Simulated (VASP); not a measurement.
# Si (Fd-3m) in VASP: further runs

The runs below take Si through single point, with HSE06, PBE0, r2SCAN0.

Program: VASP 6.6.1. These are calculated values, not measurements. Logs are shortened: lines on timing, memory, paths and dates and some standing lists are left out, and cuts for length are marked.

**1. The cell of the first run**

Symmetry: Fd-3m, No. 227, cubic system. Conventional cell: a = 5.444 Å, b = 5.444 Å, c = 5.444 Å, α = 90.00°, β = 90.00°, γ = 90.00°. Within 3.1 Å of Si (site symmetry -43m) lie 4 Si at 2.36 Å.

**2. Single point, HSE06**

The input, POSCAR:

```
Si
1.0
    0.0000000000      2.7221188957      2.7221188957
    2.7221188957      0.0000000000      2.7221188957
    2.7221188957      2.7221188957      0.0000000000
Si
2
Direct
    0.0000000000      0.0000000000      0.0000000000
    0.2500000000      0.2500000000      0.2500000000
```

The input, INCAR.step1:

```
SYSTEM = Si
  PREC = Accurate
  ENCUT = 520
  EDIFF = 1E-5
  ISMEAR = 0
  SIGMA = 0.01
  LREAL = .FALSE.
  LASPH = .TRUE.
  NELM = 60
  ALGO = Normal
  ISIF = 2
  LWAVE = .TRUE.
  LCHARG = .FALSE.
  GGA = PE
  NBANDS = 11
```

The input, INCAR.step2:

```
SYSTEM = Si
  PREC = Accurate
  ENCUT = 520
  EDIFF = 1E-7
  ISMEAR = 0
  SIGMA = 0.01
  LREAL = .FALSE.
  LASPH = .TRUE.
  NELM = 60
  ALGO = Normal
  ISIF = 2
  LWAVE = .FALSE.
  LCHARG = .FALSE.
  GGA = PE
  LHFCALC = .TRUE.
  HFSCREEN = 0.2079
  PRECFOCK = Normal
  ISTART = 1
  NBANDS = 11
```

The input, KPOINTS:

```
regular mesh
0
G
  6 6 6
  0 0 0
```

Potentials or basis: VASP PAW PBE potentials, release 64 (Si).

The run is started by

```console
$ cat potpaw_PBE.64/Si/POTCAR > POTCAR
$ cp INCAR.step1 INCAR
$ mpirun -np 1 vasp_std > vasp.out
$ cp INCAR.step2 INCAR
$ mpirun -np 1 vasp_std > vasp.out
```

OUTCAR:

```text
SYSTEM = Si
   PREC = Accurate
   ENCUT = 520
   EDIFF = 1E-7
   ISMEAR = 0
   LREAL = .FALSE.
   LASPH = .TRUE.
   NELM = 60
   ISIF = 2
   GGA = PE
   LHFCALC = .TRUE.
   HFSCREEN = 0.2079
   PRECFOCK = Normal
   ISTART = 1

 ion  position               nearest neighbor table
   1  0.000  0.000  0.000-   2 2.36   2 2.36   2 2.36   2 2.36
   2  0.250  0.250  0.250-   1 2.36   1 2.36   1 2.36   1 2.36

  LATTYP: Found a face centered cubic cell.
 ALAT       =     5.4442377914

  Lattice vectors:

 A1 = (   0.0000000000,   2.7221188957,   2.7221188957)
 A2 = (   2.7221188957,   0.0000000000,   2.7221188957)
 A3 = (   2.7221188957,   2.7221188957,   0.0000000000)

Analysis of symmetry for initial positions (statically):
=====================================================================
 Subroutine PRICEL returns:
 Original cell was already a primitive cell.

 Routine SETGRP: Setting up the symmetry group for a
 face centered cubic supercell.

 Subroutine GETGRP returns: Found 48 space group operations
 (whereof 24 operations were pure point group operations)
 out of a pool of 48 trial point group operations.

The static configuration has the point symmetry T_d .
 The point group associated with its full space group is O_h .

Analysis of symmetry for dynamics (positions and initial velocities):
=====================================================================
 Subroutine PRICEL returns:
 Original cell was already a primitive cell.

 Routine SETGRP: Setting up the symmetry group for a
 face centered cubic supercell.

 Subroutine GETGRP returns: Found 48 space group operations
 (whereof 24 operations were pure point group operations)
 out of a pool of 48 trial point group operations.

The dynamic configuration has the point symmetry T_d .
 The point group associated with its full space group is O_h .

 Subroutine INISYM returns: Found 48 space group operations
 (whereof 24 operations are pure point group operations),
 and found     1 'primitive' translations

----------------------------------------------------------------------------------------

                                     Primitive cell

  volume of cell :      40.3414

  direct lattice vectors                    reciprocal lattice vectors
     0.000000000  2.722118896  2.722118896    -0.183680441  0.183680441  0.183680441
     2.722118896  0.000000000  2.722118896     0.183680441 -0.183680441  0.183680441
     2.722118896  2.722118896  0.000000000     0.183680441  0.183680441 -0.183680441

  length of vectors
     3.849657461  3.849657461  3.849657461     0.318143857  0.318143857  0.318143857

  position of ions in fractional coordinates (direct lattice)
     0.000000000  0.000000000  0.000000000
     0.250000000  0.250000000  0.250000000

  ion indices of the primitive-cell ions
   primitive index   ion index
                 1           1
                 2           2

----------------------------------------------------------------------------------------

 KPOINTS: regular mesh

Automatic generation of k-mesh.
 Grid dimensions read from file:
 generate k-points for:    6    6    6

 Generating k-lattice:

  Cartesian coordinates                     Fractional coordinates (reciprocal lattice)
    -0.030613407  0.030613407  0.030613407     0.166666667  0.000000000  0.000000000
     0.030613407 -0.030613407  0.030613407     0.000000000  0.166666667  0.000000000
     0.030613407  0.030613407 -0.030613407     0.000000000  0.000000000  0.166666667

  Length of vectors
     0.053023976  0.053023976  0.053023976

  Shift w.r.t. Gamma in fractional coordinates (k-lattice)
     0.000000000  0.000000000  0.000000000

 Subroutine IBZKPT returns following result:
 ===========================================

 Found     16 irreducible k-points:

 Following reciprocal coordinates:
            Coordinates               Weight
  0.000000  0.000000  0.000000      1.000000
  0.166667  0.000000  0.000000      8.000000
  0.333333  0.000000  0.000000      8.000000
  0.500000  0.000000  0.000000      4.000000
  0.166667  0.166667  0.000000      6.000000
  0.333333  0.166667  0.000000     24.000000
[... 8 lines left out ...]
 -0.333333  0.333333  0.166667     24.000000
 -0.333333  0.500000  0.166667     12.000000
   k-points           NKPTS =     16   k-points in BZ     NKDIM =    216   number of bands    NBANDS=     11
   number of dos      NEDOS =    301   number of ions     NIONS =      2
   total plane-waves  NPLWV =  27000
   dimension x,y,z NGX =    30 NGY =   30 NGZ =   30
   dimension x,y,z NGXF=    60 NGYF=   60 NGZF=   60
   ions per type =               2
   NGX,Y,Z   is equivalent  to a cutoff of  12.96, 12.96, 12.96 a.u.
   NGXF,Y,Z  is equivalent  to a cutoff of  25.91, 25.91, 25.91 a.u.
 SYSTEM =  Si
   PREC   = accura    normal or accurate (medium, high low for compatibility)
   ISTART =      1    job   : 0-new  1-cont  2-samecut
   ICHARG =      0    charge: 1-file 2-atom 10-const
   ISPIN  =      1    spin polarized calculation?
   LNONCOLLINEAR =      F non collinear calculations
   LSORBIT =      F    spin-orbit coupling
   LASPH  =      T    aspherical Exc in radial PAW
   ENCUT  =  520.0 eV  38.22 Ry    6.18 a.u.   7.16  7.16  7.16*2*pi/ulx,y,z
   NELM   =     60;   NELMIN=  2; NELMDL=  0     # of ELM steps
   EDIFF  = 0.1E-06   stopping-criterion for ELM
   LREAL  =      F    real-space projection
   EDIFFG = 0.1E-05   stopping-criterion for IOM
   NSW    =      0    number of steps for IOM
   IBRION =     -1    ionic relax: 0-MD 1-quasi-New 2-CG
   NFREE  =      0    steps in history (QN), initial steepest desc. (CG)
   ISIF   =      2    stress and relaxation
   ISYM   =      3    0-nonsym 1-usesym 2-fastsym
   POTIM  = 0.5000    time-step for ionic-motion
   TEBEG  =    0.0;   TEEND  =   0.0 temperature during run
   PSTRESS=    0.0 pullay stress
   NELECT =       8.0000    total number of electrons
   NUPDOWN=      -1.0000    fix difference up-down
   EMIN   =  10.00;   EMAX   =-10.00  energy-range for DOS
   EFERMI =   0.00;   METHOD = LEGACY
   ISMEAR =     0;   SIGMA  =   0.01  broadening in eV -4-tet -1-fermi 0-gaus
   EFERMI_NEDOS =   21; number of points for ismear=-14 and -15
   IALGO  =     38    algorithm
   IMIX   =      1    mixing-type and parameters
     AMIX     =   0.40;   BMIX     =  1.00
     AMIX_MAG =   1.60;   BMIX_MAG =  1.00
  volume/ion in A,a.u.               =      20.17       136.12
  Fermi-wavevector in a.u.,A,eV,Ry     =   0.954672  1.804069 12.400344  0.911400
  Thomas-Fermi vector in A             =   2.083440
   LORBIT       =      0    0 simple, 1 ext, 2 COOP (PROOUT), +10 PAW based schemes
   GGA     = PE    functional components
   LHFCALC =     T    Hartree Fock is set to
   PRECFOCK=normal    Normal, Fast or Accurate (Low or Medium for compatibility)
   ENCUT4O =  -1.0   cutoff for four orbital integrals eV
   NKREDX  =     1    reduce k-point grid by
   NKREDY  =     1    reduce k-point grid by
   NKREDZ  =     1    reduce k-point grid by
   AEXX    =    0.2500 exact exchange contribution
   HFSCREEN=    0.2079 screening length (either q_TF or 0.3 A-1)
   HFSCREENC=   0.2079 screening length for correlation (either q_TF or 0.3 A-1)
   ENCUTFOCK=  -1.0 apply spherical cutoff to Coloumb kernel
   IVDW    =     0    specifies the selected vdW correction
   LEPSILON=     F    determine dielectric tensor
   LRPA    =     F    only Hartree local field effects (RPA)
 non-spin polarized calculation
 Gauss-broadening in eV      SIGMA  =   0.01
  energy-cutoff  :      520.00
  volume of cell :       40.34
 maximum number of plane-waves:      1106
 NGX is ok and might be reduce to    30
  NGX = 24; NGY = 24; NGZ = 24

 number of electron       8.0000001 magnetization

 Free energy of the ion-electron system (eV)
  ---------------------------------------------------
  ext. energy  EPLUGINS =         0.00000000
  ---------------------------------------------------
  free energy    TOTEN  =       -12.53266459 eV

  energy without entropy =      -12.53266459  energy(sigma->0) =      -12.53266459

 E-fermi :   5.5090     XC(G=0):  -7.8247

 val. band max:        5.4002435898   @ k =   0.0000   0.0000   0.0000
 cond. band min:       6.7068126497   @ k =   0.5000   0.5000   0.0000
 fundamental gap:      1.3065690598
 Fermi energy:         5.5090406713

 k-point     1 :       0.0000    0.0000    0.0000
  band No.  band energies     occupation
      1      -7.8318      2.00000
      2       5.4002      2.00000
      3       5.4002      2.00000
      4       5.4002      2.00000
      5       8.7225      0.00000
      6       8.7225      0.00000
      7       8.7225      0.00000
      8       9.6322      0.00000
      9      14.1658      0.00000
     10      14.1798      0.00000
     11      14.1798      0.00000

 k-point     2 :       0.1667    0.0000    0.0000
  band No.  band energies     occupation
      1      -7.4339      2.00000
      2       2.8506      2.00000
      3       4.9304      2.00000
      4       4.9304      2.00000
      5       8.4872      0.00000
      6       9.4055      0.00000
      7       9.4055      0.00000
      8      11.7857      0.00000
      9      13.4797      0.00000
     10      13.4797      0.00000
     11      15.3841      0.00000

 k-point     3 :       0.3333    0.0000    0.0000
  band No.  band energies     occupation
      1      -6.3131      2.00000
      2      -0.4454      2.00000
      3       4.3221      2.00000
      4       4.3221      2.00000
      5       7.8566      0.00000
      6       9.7223      0.00000
      7       9.7223      0.00000
      8      14.2340      0.00000
      9      14.4458      0.00000
     10      14.4458      0.00000
     11      15.5155      0.00000
[... 155 lines left out ...]
 k-point    15 :      -0.3333    0.3333    0.1667
  band No.  band energies     occupation
      1      -4.2116      2.00000
      2      -2.1480      2.00000
      3       1.0665      2.00000
      4       2.4335      2.00000
      5       9.4867      0.00000
      6       9.7638      0.00000
      7      12.4377      0.00000
      8      12.9525      0.00000
      9      14.0443      0.00000
     10      17.7697      0.00000
     11      18.6132      0.00000

 k-point    16 :      -0.3333    0.5000    0.1667
  band No.  band energies     occupation
      1      -3.1084      2.00000
      2      -3.1084      2.00000
      3       1.4660      2.00000
      4       1.4660      2.00000
      5       8.8611      0.00000
      6       8.8611      0.00000
      7      13.1889      0.00000
      8      13.1889      0.00000
      9      17.2477      0.00000
     10      17.2477      0.00000
     11      19.6622      0.00000

------------------------ aborting loop because EDIFF is reached ----------------------------------------

  FORCE on cell =-STRESS in cart. coord.  units (eV):
  Direction    XX          YY          ZZ          XY          YZ          ZX
  --------------------------------------------------------------------------------------
  -------------------------------------------------------------------------------------
  Total       -0.1317194     -0.1317194     -0.1317194      0.0000000      0.0000000     -0.0000000
  in kB       -5.2312950     -5.2312950     -5.2312950      0.0000000      0.0000000     -0.0000000
  external PRESSURE =      -5.2312950 kB  Pullay stress =       0.0000000 kB

 VOLUME and BASIS-vectors are now :
 -----------------------------------------------------------------------------
  energy-cutoff  :      520.00
  volume of cell :       40.34
      direct lattice vectors                 reciprocal lattice vectors
     0.000000000  2.722118896  2.722118896    -0.183680441  0.183680441  0.183680441
     2.722118896  0.000000000  2.722118896     0.183680441 -0.183680441  0.183680441
     2.722118896  2.722118896  0.000000000     0.183680441  0.183680441 -0.183680441

 POSITION                                       TOTAL-FORCE (eV/Angst)
 -----------------------------------------------------------------------------------
      0.00000      0.00000      0.00000         0.000000      0.000000      0.000000
      1.36106      1.36106      1.36106        -0.000000     -0.000000     -0.000000
 -----------------------------------------------------------------------------------
    total drift:                                0.000000      0.000000      0.000000

  FREE ENERGIE OF THE ION-ELECTRON SYSTEM (eV)
  ---------------------------------------------------
  free  energy   TOTEN  =       -12.5326645913 eV

  energy  without entropy=      -12.5326645913  energy(sigma->0) =      -12.53266459
```

It took 4.8 min on 1 thread of Intel Xeon 6975P-C (Granite Rapids), shared host; peak memory 0.27 GiB.

What came out:

```yaml
Free_energy: -12.5327 eV
Pressure: -0.5 GPa
Band_gap_on_the_k_mesh: 1.31 eV (least direct gap 3.32 eV)
```

Caveat: the PAW data sets were made with another functional, which shifts forces and pressure a little. A k mesh can miss the band edges.

**3. Single point, PBE0**

POSCAR is that of step 2.

The input, INCAR.step1:

```
SYSTEM = Si
  PREC = Accurate
  ENCUT = 520
  EDIFF = 1E-5
  ISMEAR = 0
  SIGMA = 0.01
  LREAL = .False.
  LASPH = .True.
  NELM = 100
  ALGO = Normal
  ISIF = 2
  LWAVE = .True.
  NBANDS = 11
  GGA = PE
```

The input, INCAR.step2:

```
SYSTEM = Si
  PREC = Accurate
  ENCUT = 520
  EDIFF = 1E-6
  ISMEAR = 0
  SIGMA = 0.01
  LREAL = .False.
  LASPH = .True.
  NELM = 100
  ALGO = Normal
  ISIF = 2
  LWAVE = .False.
  LCHARG = .True.
  GGA = PE
  LHFCALC = .True.
  AEXX = 0.25
  PRECFOCK = Normal
  LELF = .True.
  LVHAR = .True.
  NBANDS = 11
  ISTART = 1
```

The input, KPOINTS:

```
Automatic mesh
0
Gamma
  6 6 6
  0 0 0
```

Potentials or basis: VASP PAW PBE potentials, release 64 (Si).

The run is started by

```console
$ cat potpaw_PBE.64/Si/POTCAR > POTCAR
$ cp INCAR.step1 INCAR
$ mpirun -np 1 vasp_std > vasp.out
$ cp INCAR.step2 INCAR
$ mpirun -np 1 vasp_std > vasp.out
```

Wall time 3.7 min (1 thread of Intel Xeon 6975P-C (Granite Rapids), shared host); peak memory 0.17 GiB.

The run converged. Its results:

```
Free energy            : -13.5641 eV
Pressure               : -0.7 GPa
Band gap on the k mesh : 1.99 eV (least direct gap 4.01 eV)
```

Levels at points of the mesh, in eV from the valence-band top:
| k point | band 1 | band 2 | band 3 | band 4 | band 5 | band 6 | band 7 | band 8 |
| --- | --- | --- | --- | --- | --- | --- | --- | --- |
| (0.00, 0.00, 0.00) | -13.33 | 0.00 | 0.00 | 0.00 | 4.01 | 4.01 | 4.01 | 4.92 |
| (0.50, 0.00, 0.00) | -10.75 | -7.77 | -1.32 | -1.32 | 2.89 | 4.85 | 4.85 | 9.32 |
| (0.50, 0.50, 0.00) | -8.73 | -8.73 | -3.15 | -3.15 | 1.99 | 1.99 | 12.17 | 12.17 |

Caveat: the PAW data sets were made with another functional, which shifts forces and pressure a little. A k mesh can miss the band edges.

**4. Single point, HSE06**

The input, POSCAR:

```
Si
1.0
    0.0000000000      2.7207124048      2.7207124048
    2.7207124048      0.0000000000      2.7207124048
    2.7207124048      2.7207124048      0.0000000000
Si
2
Direct
    0.0000000000      0.0000000000      0.0000000000
    0.2500000000      0.2500000000      0.2500000000
```

The input, INCAR.step1:

```
PREC = Accurate ; ENCUT = 520
EDIFF = 1E-5 ; ISMEAR = -1
SIGMA = 0.02 ; LREAL = False
LASPH = True ; NELM = 80
ALGO = Normal ; ISIF = 2
LWAVE = True ; LCHARG = False
GGA = PE ; NBANDS = 11
```

The input, INCAR.step2:

```
PREC = Accurate ; ENCUT = 520
EDIFF = 1E-7 ; ISMEAR = -1
SIGMA = 0.02 ; LREAL = False
LASPH = True ; NELM = 80
ALGO = Normal ; ISIF = 2
LWAVE = False ; LCHARG = False
GGA = PE ; LHFCALC = True
HFSCREEN = 0.2079 ; PRECFOCK = Normal
ISTART = 1 ; NBANDS = 11
```

The input, KPOINTS:

```
regular mesh
0
Gamma
  6 6 6
```

The run is started by

```console
$ cat potpaw_PBE.64/Si/POTCAR > POTCAR
$ cp INCAR.step1 INCAR
$ mpirun -np 1 vasp_std > vasp.out
$ cp INCAR.step2 INCAR
$ mpirun -np 1 vasp_std > vasp.out
```

Wall time 5.5 min (1 thread of Intel Xeon 6975P-C (Granite Rapids), shared host); peak memory 0.27 GiB.

The run converged. Its results:

```
Free energy            : -12.5328 eV
Pressure               : -0.4 GPa
Band gap on the k mesh : 1.30 eV (least direct gap 3.32 eV)
```

Levels at points of the mesh, in eV from the valence-band top:
| k point | band 1 | band 2 | band 3 | band 4 | band 5 | band 6 | band 7 | band 8 |
| --- | --- | --- | --- | --- | --- | --- | --- | --- |
| (0.00, 0.00, 0.00) | -13.24 | 0.00 | 0.00 | 0.00 | 3.32 | 3.32 | 3.32 | 4.25 |
| (0.50, 0.00, 0.00) | -10.67 | -7.68 | -1.30 | -1.30 | 2.22 | 4.14 | 4.14 | 8.61 |
| (0.50, 0.50, 0.00) | -8.65 | -8.65 | -3.12 | -3.12 | 1.30 | 1.30 | 11.44 | 11.44 |

Caveat: the PAW data sets were made with another functional, which shifts forces and pressure a little. A k mesh can miss the band edges.

**5. Single point, r2SCAN0**

The input, POSCAR:

```
Si
1.0
    0.0000000000      2.7221188957      2.7221188957
    2.7221188957      0.0000000000      2.7221188957
    2.7221188957      2.7221188957      0.0000000000
Si
2
Direct
    0.0000000000      0.0000000000      0.0000000000
    0.2500000000      0.2500000000      0.2500000000
```

The input, INCAR.step1:

```
  PREC = Accurate
  ENCUT = 520
  EDIFF = 1E-5
  ISMEAR = 0
  SIGMA = 0.01
  LREAL = F
  LASPH = T
  NELM = 60
  ALGO = Normal
  ISIF = 2
  LWAVE = T
  NBANDS = 11
  GGA = PE
```

The input, INCAR.step2:

```
  PREC = Accurate
  ENCUT = 520
  EDIFF = 1E-7
  ISMEAR = 0
  SIGMA = 0.01
  LREAL = F
  LASPH = T
  NELM = 60
  ALGO = Normal
  ISIF = 2
  LWAVE = F
  LCHARG = T
  METAGGA = R2SCAN
  LHFCALC = T
  AEXX = 0.25
  LMIXTAU = T
  PRECFOCK = Normal
  LELF = T
  LVHAR = T
  NBANDS = 11
  ISTART = 1
```

The input, KPOINTS:

```
Automatic mesh
0
Gamma
  6 6 6
```

The run is started by

```console
$ cat potpaw_PBE.64/Si/POTCAR > POTCAR
$ cp INCAR.step1 INCAR
$ mpirun -np 1 vasp_std > vasp.out
$ cp INCAR.step2 INCAR
$ mpirun -np 1 vasp_std > vasp.out
```

It took 8.7 min on 1 thread of Intel Xeon 6975P-C (Granite Rapids), shared host; peak memory 0.18 GiB.

It converged, with:

```
Free energy            : -18.5609 eV
Pressure               : -1.4 GPa
Band gap on the k mesh : 2.08 eV (least direct gap 4.08 eV)
```

Levels at points of the mesh, in eV from the valence-band top:
```
           k point  band 2  band 3  band 4  band 5  band 6  band 7
(0.00, 0.00, 0.00)    0.00    0.00    0.00    4.08    4.08    4.08
(0.50, 0.00, 0.00)   -7.97   -1.38   -1.38    3.06    4.96    4.96
(0.50, 0.50, 0.00)   -8.95   -3.27   -3.27    2.08    2.08   12.57
```

Caveat: the PAW data sets were made with another functional, which shifts forces and pressure a little.

**6. Overview**

| level | cell | smearing | screening parameter | gap on the mesh (eV) | pressure (GPa) |
| --- | --- | --- | --- | --- | --- |
| HSE06 | a = 3.850 Å, angles 60.0°, 2 atoms | gaussian 0.01 eV | 0.2079 1/Å | 1.31 | -0.5 |
| PBE0 | a = 3.850 Å, angles 60.0°, 2 atoms | gaussian 0.01 eV | - | 1.99 | -0.7 |
| HSE06 | a = 3.848 Å, angles 60.0°, 2 atoms | fermi-dirac 0.02 eV | 0.2079 1/Å | 1.30 | -0.4 |
| r2SCAN0 | a = 3.850 Å, angles 60.0°, 2 atoms | gaussian 0.01 eV | - | 2.08 | -1.4 |

Alike in all rows: task single point; potentials or basis VASP PAW PBE potentials, release 64 (Si); no spin polarisation; k mesh 6 × 6 × 6; cutoff (eV) 520.

On the cell as given the gap runs from 1.30 eV (HSE06) to 2.08 eV (r2SCAN0). The pressure there spans -1.4 GPa (r2SCAN0) to -0.4 GPa (HSE06); a positive pressure means that this level wants a larger cell, a negative one a smaller.

Caveats: the PAW data sets were made with another functional, which shifts forces and pressure a little.

Total energies depend on the potentials used, so only differences within one code and one set of settings carry meaning.
